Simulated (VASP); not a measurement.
CO2, 6 atoms in the cell. The structure is tetragonal, space group I-42d (No. 122). The conventional cell has a = 3.949 Å, b = 3.949 Å, c = 6.028 Å, α = 90.00°, β = 90.00°, γ = 90.00°. Within 1.9 Å of O (site symmetry 2) lie 2 C at 1.40 Å. Within 1.9 Å of C (site symmetry -4) lie 4 O at 1.40 Å. 

| Quantity | Value |
| --- | --- |
| Program | VASP 6.6.1 |
| Task | relaxation of cell and atoms |
| Functional | LDA |
| Potentials or basis | VASP PAW LDA potentials, release 64 (O, C) |
| Cutoff | 600 eV |
| k mesh | 9 × 9 × 9 |
| Occupations | fermi-dirac, width 0.05 eV |
| Spin | no spin polarisation |
| Dipole correction | no |
| Further INCAR settings | ALGO = Normal; EDIFF = 1e-06; IBRION = 2; EDIFFG = -0.01; NSW = 60; ISIF = 3 |

Potentials or basis: VASP PAW LDA potentials, release 64 (O, C).

The run is started by

```console
$ cat potpaw_LDA.64/O/POTCAR potpaw_LDA.64/C/POTCAR > POTCAR
$ mpirun -np 1 vasp_std > vasp.out
```

Hardware: 1 thread of AMD EPYC 9R45 96-Core Processor (Zen 5), on a shared host.

Problem. How long does it take, and how much memory?

Solution. Wall time 4.2 min on 1 thread of AMD EPYC 9R45 96-Core Processor (Zen 5) (shared host), peak memory 0.18 GiB. Counts: scf iterations 69, k points 75, ion steps 10.
